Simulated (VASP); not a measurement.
Set up this calculation in VASP 6.6.1, as the native input.

| Quantity | Value |
| --- | --- |
| Task | single point |
| Functional | PBE |
| Potentials or basis | VASP PAW PBE potentials, release 64 (Ge_d) |
| Cutoff | 500 eV |
| k mesh | 5 × 5 × 5 |
| Occupations | gaussian, width 0.01 eV |
| Spin | no spin polarisation |
| Dipole correction | no |
| Further INCAR settings | ALGO = Normal; EDIFF = 1e-06; NBANDS = 21 |

The structure of Ge lies in POSCAR:

```
Ge
1.0
    0.0000000000      2.8289100000      2.8289100000
    2.8289100000      0.0000000000      2.8289100000
    2.8289100000      2.8289100000      0.0000000000
Ge
2
Direct
    0.0000000000      0.0000000000      0.0000000000
    0.2500000000      0.2500000000      0.2500000000
```

These files were run (other wordings do the same):

INCAR

```
SYSTEM = Ge
PREC = Accurate ; ENCUT = 500
EDIFF = 1E-6 ; ISMEAR = 0
SIGMA = 0.01 ; LREAL = .FALSE.
LASPH = .TRUE. ; NELM = 120
ALGO = Normal ; ISIF = 2
LWAVE = .FALSE. ; LCHARG = .FALSE.
GGA = PE ; NBANDS = 21
GGA_COMPAT = .FALSE.
```

KPOINTS

```
regular mesh
0
G
  5 5 5
  0 0 0
```

Potentials or basis: VASP PAW PBE potentials, release 64 (Ge_d).

Run with:

```sh
$ cat potpaw_PBE.64/Ge_d/POTCAR > POTCAR
$ mpirun -np 1 vasp_std > vasp.out
```

Results of the run:

```yaml
Pressure: 3.3 GPa
Band_gap_on_the_k_mesh: 0.04 eV, direct
```

Wall time 30 s on 1 thread of Intel Xeon 8259CL, with other jobs on the host, peak memory 0.16 GiB.
